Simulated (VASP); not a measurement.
# Cd3SeS2 (P3m1) in VASP: single point with PBE

Aim: the single point of Cd3SeS2 with PBE.

Program: VASP 6.6.1. These are calculated values, not measurements. Logs are shortened: lines on timing, memory, paths and dates and some standing lists are left out, and cuts for length are marked.

## Step 1: The cell of the first run

It takes space group P3m1 (No. 156, trigonal). The conventional cell has a = 4.258 Å, b = 4.258 Å, c = 20.819 Å, α = 90.00°, β = 90.00°, γ = 120.00°. Within 3.5 Å of Cd (site symmetry 3m) lie 4 Se at 2.65 to 2.68 Å. Cd (site symmetry 3m) has 4 S at 2.57 to 2.59 Å within 3.4 Å. Cd (site symmetry 3m) has 4 S at 2.57 to 2.58 Å within 3.4 Å. Within 3.4 Å of Cd (site symmetry 3m) lie 1 S at 2.57 Å and 3 Se at 2.65 Å. Within 3.4 Å of Cd (site symmetry 3m) lie 4 S at 2.57 to 2.58 Å. Within 3.4 Å of Cd (site symmetry 3m) lie 3 S at 2.58 Å and 1 Se at 2.69 Å. Se (site symmetry 3m) has 4 Cd at 2.65 to 2.68 Å within 3.5 Å. Within 3.5 Å of Se (site symmetry 3m) lie 4 Cd at 2.65 to 2.69 Å.

## Step 2: Single point, PBE

POSCAR reads:

```
Cd3SeS2
1.0
    4.2575170803      0.0000000000      0.0000000000
   -2.1287585402      3.6871179486      0.0000000000
    0.0000000000      0.0000000000     20.8188332129
Cd Se S
6 2 4
Direct
    0.3333333333      0.6666666667      0.0016686596
    0.3333333333      0.6666666667      0.3394165966
    0.3333333333      0.6666666667      0.6634451819
    0.6666666667      0.3333333333      0.1776180657
    0.6666666667      0.3333333333      0.5014236620
    0.6666666667      0.3333333333      0.8254673157
    0.3333333333      0.6666666667      0.1303447067
    0.6666666667      0.3333333333      0.9545087378
    0.3333333333      0.6666666667      0.4630302436
    0.3333333333      0.6666666667      0.7870785262
    0.6666666667      0.3333333333      0.3009551749
    0.6666666667      0.3333333333      0.6250431093
```

INCAR.step1 reads:

```
SYSTEM = Cd3SeS2
  ALGO = Normal
  EDIFF = 1E-6
  ENCUT = 520
  GGA = PE
  ISIF = 2
  ISMEAR = 0
  LASPH = .TRUE.
  LCHARG = .TRUE.
  LREAL = .FALSE.
  LWAVE = .FALSE.
  NBANDS = 66
  NELM = 100
  PREC = Accurate
  SIGMA = 0.02
```

KPOINTS.step1 reads:

```
k-points
0
G
  6 6 2
  0 0 0
```

INCAR.step2 reads:

```
SYSTEM = Cd3SeS2
  ALGO = Normal
  EDIFF = 1E-6
  ENCUT = 520
  GGA = PE
  ICHARG = 11
  ISIF = 2
  ISMEAR = -5
  LASPH = .TRUE.
  LCHARG = .FALSE.
  LORBIT = 11
  LREAL = .FALSE.
  LWAVE = .FALSE.
  NEDOS = 1001
  NELM = 100
  PREC = Accurate
  SIGMA = 0.02
```

KPOINTS.step2 reads:

```
k-points
0
G
  9 9 3
  0 0 0
```

Potentials or basis: VASP PAW PBE potentials, release 64 (Cd, Se, S).

Run with:

```console
$ cat potpaw_PBE.64/Cd/POTCAR potpaw_PBE.64/Se/POTCAR potpaw_PBE.64/S/POTCAR > POTCAR
$ cp INCAR.step1 INCAR
$ cp KPOINTS.step1 KPOINTS
$ mpirun -np 1 vasp_std > vasp.out
$ cp INCAR.step2 INCAR
$ cp KPOINTS.step2 KPOINTS
$ mpirun -np 1 vasp_std > vasp.out
```

OUTCAR:

```text
SYSTEM = Cd3SeS2
   EDIFF = 1E-6
   ENCUT = 520
   GGA = PE
   ICHARG = 11
   ISIF = 2
   ISMEAR = -5
   LASPH = .TRUE.
   LORBIT = 11
   LREAL = .FALSE.
   NELM = 100
   PREC = Accurate

 ion  position               nearest neighbor table
   1  0.333  0.667  0.002-   8 2.65   8 2.65   8 2.65   7 2.68
   2  0.333  0.667  0.339-   9 2.57  11 2.59  11 2.59  11 2.59
   3  0.333  0.667  0.663-  10 2.57  12 2.58  12 2.58  12 2.58
   4  0.667  0.333  0.178-  11 2.57   7 2.65   7 2.65   7 2.65
   5  0.667  0.333  0.501-  12 2.57   9 2.58   9 2.58   9 2.58
   6  0.667  0.333  0.825-  10 2.58  10 2.58  10 2.58   8 2.69
   7  0.333  0.667  0.130-   4 2.65   4 2.65   4 2.65   1 2.68
   8  0.667  0.333  0.955-   1 2.65   1 2.65   1 2.65   6 2.69
   9  0.333  0.667  0.463-   2 2.57   5 2.58   5 2.58   5 2.58
  10  0.333  0.667  0.787-   3 2.57   6 2.58   6 2.58   6 2.58
  11  0.667  0.333  0.301-   4 2.57   2 2.59   2 2.59   2 2.59
  12  0.667  0.333  0.625-   5 2.57   3 2.58   3 2.58   3 2.58

  LATTYP: Found a hexagonal cell.
 ALAT       =     4.2575170803
 C/A-ratio  =     4.8899001038

  Lattice vectors:

 A1 = (   4.2575170803,   0.0000000000,   0.0000000000)
 A2 = (  -2.1287585402,   3.6871179486,   0.0000000000)
 A3 = (   0.0000000000,   0.0000000000,  20.8188332129)

Analysis of symmetry for initial positions (statically):
=====================================================================
 Subroutine PRICEL returns:
 Original cell was already a primitive cell.

 Routine SETGRP: Setting up the symmetry group for a
 hexagonal supercell.

 Subroutine GETGRP returns: Found  6 space group operations
 (whereof  6 operations were pure point group operations)
 out of a pool of 24 trial point group operations.

The static configuration has the point symmetry C_3v.

Analysis of symmetry for dynamics (positions and initial velocities):
=====================================================================
 Subroutine PRICEL returns:
 Original cell was already a primitive cell.

 Routine SETGRP: Setting up the symmetry group for a
 hexagonal supercell.

 Subroutine GETGRP returns: Found  6 space group operations
 (whereof  6 operations were pure point group operations)
 out of a pool of 24 trial point group operations.

The dynamic configuration has the point symmetry C_3v.

 Subroutine INISYM returns: Found  6 space group operations
 (whereof  6 operations are pure point group operations),
 and found     1 'primitive' translations

----------------------------------------------------------------------------------------

                                     Primitive cell

  volume of cell :     326.8134

  direct lattice vectors                    reciprocal lattice vectors
     4.257517080  0.000000000  0.000000000     0.234878682  0.135607270  0.000000000
    -2.128758540  3.687117949  0.000000000     0.000000000  0.271214540  0.000000000
     0.000000000  0.000000000 20.818833213     0.000000000  0.000000000  0.048033432

  length of vectors
     4.257517080  4.257517080 20.818833213     0.271214540  0.271214540  0.048033432

  position of ions in fractional coordinates (direct lattice)
     0.333333333  0.666666667  0.001668660
     0.333333333  0.666666667  0.339416597
     0.333333333  0.666666667  0.663445182
     0.666666667  0.333333333  0.177618066
     0.666666667  0.333333333  0.501423662
     0.666666667  0.333333333  0.825467316
     0.333333333  0.666666667  0.130344707
     0.666666667  0.333333333  0.954508738
     0.333333333  0.666666667  0.463030244
     0.333333333  0.666666667  0.787078526
     0.666666667  0.333333333  0.300955175
     0.666666667  0.333333333  0.625043109

  ion indices of the primitive-cell ions
   primitive index   ion index
                 1           1
                 2           2
                 3           3
                 4           4
                 5           5
                 6           6
                 7           7
                 8           8
                 9           9
                10          10
                11          11
                12          12
[... 25 lines left out ...]
 ===========================================

 Found     31 irreducible k-points:

 Following reciprocal coordinates:
            Coordinates               Weight
  0.000000  0.000000  0.000000      1.000000
  0.111111  0.000000  0.000000      6.000000
  0.222222  0.000000  0.000000      6.000000
  0.333333  0.000000  0.000000      6.000000
  0.444444  0.000000  0.000000      6.000000
  0.111111  0.111111  0.000000      6.000000
[... 16 lines left out ...]
  0.222222  0.111111  0.333333     12.000000
 -0.111111  0.333333  0.333333     12.000000
 [... further k-points ...]
   k-points           NKPTS =     31   k-points in BZ     NKDIM =     31   number of bands    NBANDS=     64
   number of dos      NEDOS =   1001   number of ions     NIONS =     12
   total plane-waves  NPLWV = 163840
   dimension x,y,z NGX =    32 NGY =   32 NGZ =  160
   dimension x,y,z NGXF=    64 NGYF=   64 NGZF=  320
   ions per type =               6   2   4
   NGX,Y,Z   is equivalent  to a cutoff of  12.50, 12.50, 12.78 a.u.
   NGXF,Y,Z  is equivalent  to a cutoff of  24.99, 24.99, 25.55 a.u.
 SYSTEM =  Cd3SeS2
   PREC   = accura    normal or accurate (medium, high low for compatibility)
   ISTART =      0    job   : 0-new  1-cont  2-samecut
   ICHARG =     11    charge: 1-file 2-atom 10-const
   ISPIN  =      1    spin polarized calculation?
   LNONCOLLINEAR =      F non collinear calculations
   LSORBIT =      F    spin-orbit coupling
   LASPH  =      T    aspherical Exc in radial PAW
   ENCUT  =  520.0 eV  38.22 Ry    6.18 a.u.   7.92  7.92 38.71*2*pi/ulx,y,z
   NELM   =    100;   NELMIN=  2; NELMDL=  0     # of ELM steps
   EDIFF  = 0.1E-05   stopping-criterion for ELM
   LREAL  =      F    real-space projection
   EDIFFG = 0.1E-04   stopping-criterion for IOM
   NSW    =      0    number of steps for IOM
   IBRION =     -1    ionic relax: 0-MD 1-quasi-New 2-CG
   NFREE  =      0    steps in history (QN), initial steepest desc. (CG)
   ISIF   =      2    stress and relaxation
   ISYM   =      2    0-nonsym 1-usesym 2-fastsym
   POTIM  = 0.5000    time-step for ionic-motion
   TEBEG  =    0.0;   TEEND  =   0.0 temperature during run
   PSTRESS=    0.0 pullay stress
   NELECT =     108.0000    total number of electrons
   NUPDOWN=      -1.0000    fix difference up-down
   EMIN   =  10.00;   EMAX   =-10.00  energy-range for DOS
   EFERMI =   0.00;   METHOD = LEGACY
   ISMEAR =    -5;   SIGMA  =   0.02  broadening in eV -4-tet -1-fermi 0-gaus
   EFERMI_NEDOS =   21; number of points for ismear=-14 and -15
   IALGO  =     38    algorithm
   IMIX   =      4    mixing-type and parameters
     AMIX     =   0.40;   BMIX     =  1.00
     AMIX_MAG =   1.60;   BMIX_MAG =  1.00
  volume/ion in A,a.u.               =      27.23       183.79
  Fermi-wavevector in a.u.,A,eV,Ry     =   1.131834  2.138856 17.429725  1.281049
  Thomas-Fermi vector in A             =   2.268534
   LORBIT       =     11    0 simple, 1 ext, 2 COOP (PROOUT), +10 PAW based schemes
   GGA     = PE    functional components
   LHFCALC =     F    Hartree Fock is set to
   AEXX    =    0.0000 exact exchange contribution
   IVDW    =     0    specifies the selected vdW correction
   LEPSILON=     F    determine dielectric tensor
   LRPA    =     F    only Hartree local field effects (RPA)
 non-spin polarized calculation
 Fermi weights with tetrahedron method with Bloechl corrections
  energy-cutoff  :      520.00
  volume of cell :      326.81
 maximum number of plane-waves:      8886

 number of electron     108.0000001 magnetization

 Free energy of the ion-electron system (eV)
  ---------------------------------------------------
  ext. energy  EPLUGINS =         0.00000000
  ---------------------------------------------------
  free energy    TOTEN  =       -35.51862097 eV

  energy without entropy =      -35.51862097  energy(sigma->0) =      -35.51862097

 E-fermi :   1.0329     XC(G=0):  -8.8220

 val. band max:        1.0317757426   @ k =   0.0000   0.0000   0.0000
 cond. band min:       1.6759824789   @ k =   0.0000   0.0000   0.0000
 fundamental gap:      0.6442067362
 Fermi energy:         1.0329127536

 k-point     1 :       0.0000    0.0000    0.0000
  band No.  band energies     occupation
      1     -11.3945      2.00000
      2     -11.2956      2.00000
      3     -11.2790      2.00000
      4     -11.1185      2.00000
      5     -11.0966      2.00000
      6     -10.9983      2.00000
[... 1597 lines left out ...]
     63       6.1053      0.00000
     64       6.1965      0.00000

 [... further k-points ...]

------------------------ aborting loop because EDIFF is reached ----------------------------------------

  FORCE on cell =-STRESS in cart. coord.  units (eV):
  Direction    XX          YY          ZZ          XY          YZ          ZX
  --------------------------------------------------------------------------------------
  -------------------------------------------------------------------------------------
  Total        0.5106009      0.5106009      0.5458711     -0.0000000      0.0000000      0.0000000
  in kB        2.5031813      2.5031813      2.6760910     -0.0000000      0.0000000      0.0000000
  external PRESSURE =       2.5608179 kB  Pullay stress =       0.0000000 kB

 VOLUME and BASIS-vectors are now :
 -----------------------------------------------------------------------------
  energy-cutoff  :      520.00
  volume of cell :      326.81
      direct lattice vectors                 reciprocal lattice vectors
     4.257517080  0.000000000  0.000000000     0.234878682  0.135607270  0.000000000
    -2.128758540  3.687117949  0.000000000     0.000000000  0.271214540  0.000000000
     0.000000000  0.000000000 20.818833213     0.000000000  0.000000000  0.048033432

 POSITION                                       TOTAL-FORCE (eV/Angst)
 -----------------------------------------------------------------------------------
     -0.00000      2.45808      0.03474        -0.000000      0.000000      0.001980
     -0.00000      2.45808      7.06626        -0.000000      0.000000     -0.003248
     -0.00000      2.45808     13.81215         0.000000     -0.000000     -0.003222
      2.12876      1.22904      3.69780        -0.000000     -0.000000     -0.000520
      2.12876      1.22904     10.43906         0.000000      0.000000     -0.003586
      2.12876      1.22904     17.18527        -0.000000     -0.000000     -0.000152
     -0.00000      2.45808      2.71362        -0.000000      0.000000     -0.002826
      2.12876      1.22904     19.87176        -0.000000      0.000000     -0.001951
     -0.00000      2.45808      9.63975         0.000000      0.000000      0.003038
     -0.00000      2.45808     16.38606         0.000000      0.000000      0.003078
      2.12876      1.22904      6.26554        -0.000000      0.000000      0.004847
      2.12876      1.22904     13.01267         0.000000      0.000000      0.002563
 -----------------------------------------------------------------------------------
    total drift:                               -0.000001      0.000001      0.003371

  FREE ENERGIE OF THE ION-ELECTRON SYSTEM (eV)
  ---------------------------------------------------
  free  energy   TOTEN  =       -35.5186209733 eV

  energy  without entropy=      -35.5186209733  energy(sigma->0) =      -35.51862097

 total charge

# of ion       s       p       d       tot
------------------------------------------
    1        0.440   0.301   9.555  10.296
    2        0.413   0.289   9.565  10.266
    3        0.413   0.289   9.564  10.267
    4        0.437   0.306   9.557  10.299
    5        0.413   0.289   9.565  10.266
    6        0.417   0.284   9.562  10.263
    7        1.444   2.386   0.021   3.851
    8        1.444   2.386   0.020   3.851
    9        1.326   2.376   0.000   3.702
   10        1.326   2.374   0.000   3.700
   11        1.326   2.375   0.000   3.700
   12        1.326   2.376   0.000   3.702
--------------------------------------------------
tot         10.726  16.030  57.408  84.164
```

Run time: 6.2 min. Hardware: 1 thread of Intel Xeon 6975P-C (Granite Rapids), shared host; peak memory 0.71 GiB.

Results:

| Quantity | Value |
| --- | --- |
| Valence electrons inside the program's atomic spheres | Cd 10.30, 10.27, 10.26 (each value once); Se 3.85; S 3.70 |
